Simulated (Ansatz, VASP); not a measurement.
## Si3N4 in VASP and in Ansatz

```
CELL_PARAMETERS angstrom
7.60454 0.00000 0.00000
-3.80227 6.58573 0.00000
0.00000 0.00000 2.90520
ATOMIC_POSITIONS crystal
Si 0.23108 0.82495 0.75000
Si 0.40614 0.23108 0.25000
Si 0.82495 0.59386 0.25000
Si 0.17505 0.40614 0.75000
Si 0.59386 0.76892 0.75000
Si 0.76892 0.17505 0.25000
N 0.33333 0.66667 0.75000
N 0.66667 0.33333 0.25000
N 0.96919 0.66985 0.75000
N 0.29934 0.96919 0.25000
N 0.66985 0.70066 0.25000
N 0.33015 0.29934 0.75000
N 0.03081 0.33015 0.25000
N 0.70066 0.03081 0.75000
```

Alike in both runs: task electric field gradients; functional r2SCAN; k mesh 4 × 4 × 10; occupations fermi-dirac, width 0.02 eV; no spin polarisation.

|  | VASP | Ansatz |
| --- | --- | --- |
| version | VASP 6.6.1 | Ansatz 0.2.0 |
| potentials or method | VASP PAW PBE potentials, release 64 (Si, N) | plane-wave PAW, scalar-relativistic |
| plane-wave cutoff (eV) | 520 | 500 |
| valence electrons in the cell | 64 | 64 |

VASP gave:

| Quantity | Value |
| --- | --- |
| gap on the k mesh at the Fermi level (eV) | 5.00 |
| pressure (GPa) | -0.1 |
| traceless stress, the component that is largest in VASP (GPa) | -0.10 |
| rms of the force components (eV/Å) | 0.012 |
| size of Vzz on the site where it differs most (V/Å²) | 46.6 |

Q: Estimate Ansatz's values.

A: gap on the k mesh at the Fermi level (eV): 5.00; pressure (GPa): -0.3; traceless stress, the component that is largest in VASP (GPa): -0.10; rms of the force components (eV/Å): 0.013; size of Vzz on the site where it differs most (V/Å²): 52.1.

VASP's potentials were made for PBE, not for r2SCAN. Atom by atom the forces differ by 0.001 eV/Å (rms over components).
